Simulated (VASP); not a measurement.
# FeSi (P2_13) in VASP: notebook

Runs on FeSi. Level: PBE. Tasks: single point.

All numbers are computed with VASP 6.6.1; they aren't measurements. Logs are shortened: lines on timing, memory, paths and dates and some standing lists are left out, and cuts for length are marked.

## 1. The cell of the first run

Symmetry: P2_13, No. 198, cubic system. The conventional cell has a = 4.535 Å, b = 4.535 Å, c = 4.535 Å, α = 90.00°, β = 90.00°, γ = 90.00°. Fe (site symmetry 3) has 7 Si at 2.31 to 2.57 Å and 6 Fe at 2.78 Å within 3.0 Å. Within 3.0 Å of Si (site symmetry 3) lie 7 Fe at 2.31 to 2.57 Å and 6 Si at 2.81 Å.

## 2. Single point, PBE (volume scaled by 1.06, then relaxed in part)

INCAR reads:

```
SYSTEM = FeSi
ALGO = Normal ; EDIFF = 1E-7
ENCUT = 520 ; GGA = PE
ISIF = 2 ; ISMEAR = 0
LASPH = .TRUE. ; LCHARG = .FALSE.
LREAL = .FALSE. ; LWAVE = .FALSE.
NBANDS = 34 ; NELM = 80
PREC = Accurate ; SIGMA = 0.01
```

KPOINTS reads:

```
k-points
0
G
  8 8 8
  0 0 0
```

POSCAR reads:

```
FeSi
1.0
    4.5352728894      0.0000000000      0.0000000000
    0.0000000000      4.5352728894      0.0000000000
    0.0000000000      0.0000000000      4.5352728894
Fe Si
4 4
Direct
    0.1328494913      0.1328494913      0.1328494913
    0.3671505087      0.8671505087      0.6328494913
    0.6328494913      0.3671505087      0.8671505087
    0.8671505087      0.6328494913      0.3671505087
    0.8393293514      0.8393293514      0.8393293514
    0.6606706486      0.1606706486      0.3393293514
    0.3393293514      0.6606706486      0.1606706486
    0.1606706486      0.3393293514      0.6606706486
```

Potentials or basis: VASP PAW PBE potentials, release 64 (Fe, Si).

Run with:

```console
> cat potpaw_PBE.64/Fe/POTCAR potpaw_PBE.64/Si/POTCAR > POTCAR
> mpirun -np 1 vasp_std > vasp.out
```

OUTCAR:

```text
SYSTEM = FeSi
   EDIFF = 1E-7
   ENCUT = 520
   GGA = PE
   ISIF = 2
   ISMEAR = 0
   LASPH = .TRUE.
   LREAL = .FALSE.
   NELM = 80
   PREC = Accurate

 ion  position               nearest neighbor table
   1  0.133  0.133  0.133-   5 2.31   6 2.34   7 2.34   8 2.34   7 2.57   8 2.57   6 2.57   3 2.78
                             4 2.78   4 2.78   3 2.78   2 2.78   2 2.78
   2  0.367  0.867  0.633-   6 2.31   5 2.34   8 2.34   7 2.34   7 2.57   5 2.57   8 2.57   3 2.78
                             3 2.78   4 2.78   4 2.78   1 2.78   1 2.78
   3  0.633  0.367  0.867-   7 2.31   5 2.34   6 2.34   8 2.34   8 2.57   5 2.57   6 2.57   1 2.78
                             2 2.78   2 2.78   1 2.78   4 2.78   4 2.78
   4  0.867  0.633  0.367-   8 2.31   5 2.34   7 2.34   6 2.34   6 2.57   5 2.57   7 2.57   1 2.78
                             1 2.78   2 2.78   2 2.78   3 2.78   3 2.78
   5  0.839  0.839  0.839-   1 2.31   2 2.34   3 2.34   4 2.34   3 2.57   4 2.57   2 2.57   6 2.81
                             7 2.81   8 2.81   6 2.81   8 2.81   7 2.81
   6  0.661  0.161  0.339-   2 2.31   1 2.34   3 2.34   4 2.34   4 2.57   1 2.57   3 2.57   8 2.81
                             5 2.81   5 2.81   7 2.81   7 2.81   8 2.81
   7  0.339  0.661  0.161-   3 2.31   1 2.34   4 2.34   2 2.34   2 2.57   1 2.57   4 2.57   8 2.81
                             5 2.81   6 2.81   5 2.81   6 2.81   8 2.81
   8  0.161  0.339  0.661-   4 2.31   1 2.34   2 2.34   3 2.34   3 2.57   1 2.57   2 2.57   7 2.81
                             5 2.81   5 2.81   6 2.81   6 2.81   7 2.81

  LATTYP: Found a simple cubic cell.
 ALAT       =     4.5352728894

  Lattice vectors:

 A1 = (   4.5352728894,   0.0000000000,   0.0000000000)
 A2 = (   0.0000000000,   4.5352728894,   0.0000000000)
 A3 = (   0.0000000000,   0.0000000000,   4.5352728894)

Analysis of symmetry for initial positions (statically):
=====================================================================
 Subroutine PRICEL returns:
 Original cell was already a primitive cell.

 Routine SETGRP: Setting up the symmetry group for a
 simple cubic supercell.

 Subroutine GETGRP returns: Found 12 space group operations
 (whereof  3 operations were pure point group operations)
 out of a pool of 48 trial point group operations.

The static configuration has the point symmetry C_3 .
 The point group associated with its full space group is T   .

Analysis of symmetry for dynamics (positions and initial velocities):
=====================================================================
 Subroutine PRICEL returns:
 Original cell was already a primitive cell.

 Routine SETGRP: Setting up the symmetry group for a
 simple cubic supercell.

 Subroutine GETGRP returns: Found 12 space group operations
 (whereof  3 operations were pure point group operations)
 out of a pool of 48 trial point group operations.

The dynamic configuration has the point symmetry C_3 .
 The point group associated with its full space group is T   .

 Subroutine INISYM returns: Found 12 space group operations
 (whereof  3 operations are pure point group operations),
 and found     1 'primitive' translations

----------------------------------------------------------------------------------------

                                     Primitive cell

  volume of cell :      93.2847

  direct lattice vectors                    reciprocal lattice vectors
     4.535272889  0.000000000  0.000000000     0.220493898  0.000000000  0.000000000
     0.000000000  4.535272889  0.000000000     0.000000000  0.220493898  0.000000000
     0.000000000  0.000000000  4.535272889     0.000000000  0.000000000  0.220493898

  length of vectors
     4.535272889  4.535272889  4.535272889     0.220493898  0.220493898  0.220493898

  position of ions in fractional coordinates (direct lattice)
     0.132849491  0.132849491  0.132849491
     0.367150509  0.867150509  0.632849491
     0.632849491  0.367150509  0.867150509
     0.867150509  0.632849491  0.367150509
     0.839329351  0.839329351  0.839329351
     0.660670649  0.160670649  0.339329351
     0.339329351  0.660670649  0.160670649
     0.160670649  0.339329351  0.660670649

  ion indices of the primitive-cell ions
   primitive index   ion index
                 1           1
                 2           2
                 3           3
                 4           4
                 5           5
                 6           6
                 7           7
                 8           8

----------------------------------------------------------------------------------------

 KPOINTS: k-points

Automatic generation of k-mesh.
 Grid dimensions read from file:
 generate k-points for:    8    8    8

 Generating k-lattice:

  Cartesian coordinates                     Fractional coordinates (reciprocal lattice)
     0.027561737  0.000000000  0.000000000     0.125000000  0.000000000  0.000000000
     0.000000000  0.027561737  0.000000000     0.000000000  0.125000000  0.000000000
     0.000000000  0.000000000  0.027561737     0.000000000  0.000000000  0.125000000

  Length of vectors
     0.027561737  0.027561737  0.027561737

  Shift w.r.t. Gamma in fractional coordinates (k-lattice)
     0.000000000  0.000000000  0.000000000

 Subroutine IBZKPT returns following result:
 ===========================================

 Found     45 irreducible k-points:

 Following reciprocal coordinates:
            Coordinates               Weight
  0.000000  0.000000  0.000000      1.000000
  0.125000  0.000000  0.000000      6.000000
  0.250000  0.000000  0.000000      6.000000
  0.375000  0.000000  0.000000      6.000000
  0.500000  0.000000  0.000000      3.000000
  0.125000  0.125000  0.000000     12.000000
[... 16 lines left out ...]
  0.250000  0.125000  0.125000     24.000000
  0.375000  0.125000  0.125000     24.000000
 [... further k-points ...]
   k-points           NKPTS =     45   k-points in BZ     NKDIM =     45   number of bands    NBANDS=     34
   number of dos      NEDOS =    301   number of ions     NIONS =      8
   total plane-waves  NPLWV =  46656
   dimension x,y,z NGX =    36 NGY =   36 NGZ =   36
   dimension x,y,z NGXF=    72 NGYF=   72 NGZF=   72
   ions per type =               4   4
   NGX,Y,Z   is equivalent  to a cutoff of  13.20, 13.20, 13.20 a.u.
   NGXF,Y,Z  is equivalent  to a cutoff of  26.39, 26.39, 26.39 a.u.
 SYSTEM =  FeSi
   PREC   = accura    normal or accurate (medium, high low for compatibility)
   ISTART =      0    job   : 0-new  1-cont  2-samecut
   ICHARG =      2    charge: 1-file 2-atom 10-const
   ISPIN  =      1    spin polarized calculation?
   LNONCOLLINEAR =      F non collinear calculations
   LSORBIT =      F    spin-orbit coupling
   LASPH  =      T    aspherical Exc in radial PAW
   ENCUT  =  520.0 eV  38.22 Ry    6.18 a.u.   8.43  8.43  8.43*2*pi/ulx,y,z
   NELM   =     80;   NELMIN=  2; NELMDL= -5     # of ELM steps
   EDIFF  = 0.1E-06   stopping-criterion for ELM
   LREAL  =      F    real-space projection
   EDIFFG = 0.1E-05   stopping-criterion for IOM
   NSW    =      0    number of steps for IOM
   IBRION =     -1    ionic relax: 0-MD 1-quasi-New 2-CG
   NFREE  =      0    steps in history (QN), initial steepest desc. (CG)
   ISIF   =      2    stress and relaxation
   ISYM   =      2    0-nonsym 1-usesym 2-fastsym
   POTIM  = 0.5000    time-step for ionic-motion
   TEBEG  =    0.0;   TEEND  =   0.0 temperature during run
   PSTRESS=    0.0 pullay stress
   NELECT =      48.0000    total number of electrons
   NUPDOWN=      -1.0000    fix difference up-down
   EMIN   =  10.00;   EMAX   =-10.00  energy-range for DOS
   EFERMI =   0.00;   METHOD = LEGACY
   ISMEAR =     0;   SIGMA  =   0.01  broadening in eV -4-tet -1-fermi 0-gaus
   EFERMI_NEDOS =   21; number of points for ismear=-14 and -15
   IALGO  =     38    algorithm
   IMIX   =      4    mixing-type and parameters
     AMIX     =   0.40;   BMIX     =  1.00
     AMIX_MAG =   1.60;   BMIX_MAG =  1.00
  volume/ion in A,a.u.               =      11.66        78.69
  Fermi-wavevector in a.u.,A,eV,Ry     =   1.311853  2.479043 23.415057  1.720958
  Thomas-Fermi vector in A             =   2.442286
   LORBIT       =      0    0 simple, 1 ext, 2 COOP (PROOUT), +10 PAW based schemes
   GGA     = PE    functional components
   LHFCALC =     F    Hartree Fock is set to
   AEXX    =    0.0000 exact exchange contribution
   IVDW    =     0    specifies the selected vdW correction
   LEPSILON=     F    determine dielectric tensor
   LRPA    =     F    only Hartree local field effects (RPA)
 non-spin polarized calculation
 Gauss-broadening in eV      SIGMA  =   0.01
  energy-cutoff  :      520.00
  volume of cell :       93.28
 maximum number of plane-waves:      2535
 NGX is ok and might be reduce to    36
   NGX = 17   NGY = 17   NGZ = 17

 number of electron      47.9999983 magnetization

 Free energy of the ion-electron system (eV)
  ---------------------------------------------------
  ext. energy  EPLUGINS =         0.00000000
  ---------------------------------------------------
  free energy    TOTEN  =       -58.59129767 eV

  energy without entropy =      -58.59129767  energy(sigma->0) =      -58.59129767

 E-fermi :   9.0219     XC(G=0): -12.5087

 val. band max:        8.9725602420   @ k =  -0.1250   0.2500   0.0000
 cond. band min:       9.1373020124   @ k =   0.2500   0.2500   0.0000
 fundamental gap:      0.1647417704
 Fermi energy:         9.0219191627

 k-point     1 :       0.0000    0.0000    0.0000
  band No.  band energies     occupation
      1      -3.7937      2.00000
      2       1.3599      2.00000
      3       1.3599      2.00000
      4       1.3599      2.00000
      5       4.1744      2.00000
      6       4.1744      2.00000
[... 26 lines left out ...]
     33      13.0579      0.00000
     34      13.0579      0.00000
[... 820 lines left out ...]
      4       2.2393      2.00000
      5       3.2974      2.00000
      6       3.9813      2.00000
[... 26 lines left out ...]
     33      12.9152      0.00000
     34      13.6815      0.00000

 [... further k-points ...]

------------------------ aborting loop because EDIFF is reached ----------------------------------------

  FORCE on cell =-STRESS in cart. coord.  units (eV):
  Direction    XX          YY          ZZ          XY          YZ          ZX
  --------------------------------------------------------------------------------------
  -------------------------------------------------------------------------------------
  Total       -6.3285660     -6.3285660     -6.3285660     -0.0000000     -0.0000000      0.0000000
  in kB     -108.6940136   -108.6940136   -108.6940136     -0.0000000     -0.0000000      0.0000000
  external PRESSURE =    -108.6940136 kB  Pullay stress =       0.0000000 kB

 VOLUME and BASIS-vectors are now :
 -----------------------------------------------------------------------------
  energy-cutoff  :      520.00
  volume of cell :       93.28
      direct lattice vectors                 reciprocal lattice vectors
     4.535272889  0.000000000  0.000000000     0.220493898  0.000000000  0.000000000
     0.000000000  4.535272889  0.000000000     0.000000000  0.220493898  0.000000000
     0.000000000  0.000000000  4.535272889     0.000000000  0.000000000  0.220493898

 POSITION                                       TOTAL-FORCE (eV/Angst)
 -----------------------------------------------------------------------------------
      0.60251      0.60251      0.60251         0.017938      0.017938      0.017938
      1.66513      3.93276      2.87015        -0.017938     -0.017938      0.017938
      2.87015      1.66513      3.93276         0.017938     -0.017938     -0.017938
      3.93276      2.87015      1.66513        -0.017938      0.017938     -0.017938
      3.80659      3.80659      3.80659         0.002652      0.002652      0.002652
      2.99632      0.72869      1.53895        -0.002652     -0.002652      0.002652
      1.53895      2.99632      0.72869         0.002652     -0.002652     -0.002652
      0.72869      1.53895      2.99632        -0.002652      0.002652     -0.002652
 -----------------------------------------------------------------------------------
    total drift:                               -0.000000     -0.000000     -0.000000

  FREE ENERGIE OF THE ION-ELECTRON SYSTEM (eV)
  ---------------------------------------------------
  free  energy   TOTEN  =       -58.5912976668 eV

  energy  without entropy=      -58.5912976668  energy(sigma->0) =      -58.59129767
```

Run time: 99 s. Hardware: 1 thread of Intel Xeon Platinum 8559C (Emerald Rapids), shared host; peak memory 0.27 GiB.

What came out:

| Quantity | Value |
| --- | --- |
| Free energy | -58.5913 eV |
| Pressure | -10.9 GPa |
| Largest force | 0.031 eV/Å |
| Band gap on the k mesh | 0.16 eV, indirect (least direct gap 0.18 eV) |

Forces in eV/Å, atoms in the order of the input:
```
Fe   0.018  0.018  0.018
Fe  -0.018 -0.018  0.018
Fe   0.018 -0.018 -0.018
Fe  -0.018  0.018 -0.018
Si   0.003  0.003  0.003
Si  -0.003 -0.003  0.003
Si   0.003 -0.003 -0.003
Si  -0.003  0.003 -0.003
```

Caveat: the cell differs from its parent crystal (volume scaled by 1.06, then relaxed in part).

## 3. Single point, PBE

This run uses another cell than the first one, of 11.78 Å³/atom, 1.010 times its volume.

INCAR reads:

```
SYSTEM = FeSi
  ALGO = Normal
  EDIFF = 1E-7
  ENCUT = 520
  GGA = PE
  ISIF = 2
  ISMEAR = 0
  LASPH = .TRUE.
  LCHARG = .TRUE.
  LELF = .TRUE.
  LREAL = .FALSE.
  LVHAR = .TRUE.
  LWAVE = .FALSE.
  NBANDS = 34
  NELM = 60
  PREC = Accurate
  SIGMA = 0.01
```

KPOINTS is that of step 2.

POSCAR reads:

```
FeSi
1.0
    4.5507000000      0.0000000000      0.0000000000
    0.0000000000      4.5507000000      0.0000000000
    0.0000000000      0.0000000000      4.5507000000
Fe Si
4 4
Direct
    0.1365200000      0.1365200000      0.1365200000
    0.3634800000      0.8634800000      0.6365200000
    0.6365200000      0.3634800000      0.8634800000
    0.8634800000      0.6365200000      0.3634800000
    0.8424000000      0.8424000000      0.8424000000
    0.6576000000      0.1576000000      0.3424000000
    0.3424000000      0.6576000000      0.1576000000
    0.1576000000      0.3424000000      0.6576000000
```

Potentials or basis: VASP PAW PBE potentials, release 64 (Fe, Si).

Run with:

```console
> cat potpaw_PBE.64/Fe/POTCAR potpaw_PBE.64/Si/POTCAR > POTCAR
> mpirun -np 1 vasp_std > vasp.out
```

It took 1.9 min on 1 thread of Intel Xeon Platinum 8559C (Emerald Rapids), shared host; peak memory 0.26 GiB.

It converged, with:

```
Free energy            : -58.4919 eV
Pressure               : -13.7 GPa
Largest force          : 0.283 eV/Å
Band gap on the k mesh : 0.13 eV, indirect (least direct gap 0.15 eV)
```

Forces on the atoms (eV/Å):
```
Fe  -0.136 -0.136 -0.136
Fe   0.136  0.136 -0.136
Fe  -0.136  0.136  0.136
Fe   0.136 -0.136  0.136
Si  -0.163 -0.163 -0.163
Si   0.163  0.163 -0.163
Si  -0.163  0.163  0.163
Si   0.163 -0.163  0.163
```

Levels at points of the mesh, in eV from the valence-band top:
| k point | band 20 | band 21 | band 22 | band 23 | band 24 | band 25 | band 26 | band 27 | band 28 | band 29 |
| --- | --- | --- | --- | --- | --- | --- | --- | --- | --- | --- |
| (0.00, 0.00, 0.00) | -0.26 | -0.26 | -0.26 | -0.03 | -0.03 | 0.57 | 0.57 | 0.57 | 2.68 | 2.68 |
| (0.50, 0.00, 0.00) | -1.13 | -0.34 | -0.34 | -0.01 | -0.01 | 0.16 | 0.16 | 1.56 | 1.56 | 1.94 |
| (0.50, 0.50, 0.00) | -1.15 | -0.93 | -0.93 | -0.32 | -0.32 | 0.57 | 0.57 | 1.15 | 1.15 | 2.38 |
| (0.50, 0.50, 0.50) | -0.65 | -0.62 | -0.62 | -0.62 | -0.62 | 0.43 | 0.43 | 0.43 | 0.43 | 5.16 |

A k mesh can miss the band edges. Spin polarisation is off, so any magnetic state and its effect on volume and gap are missing.
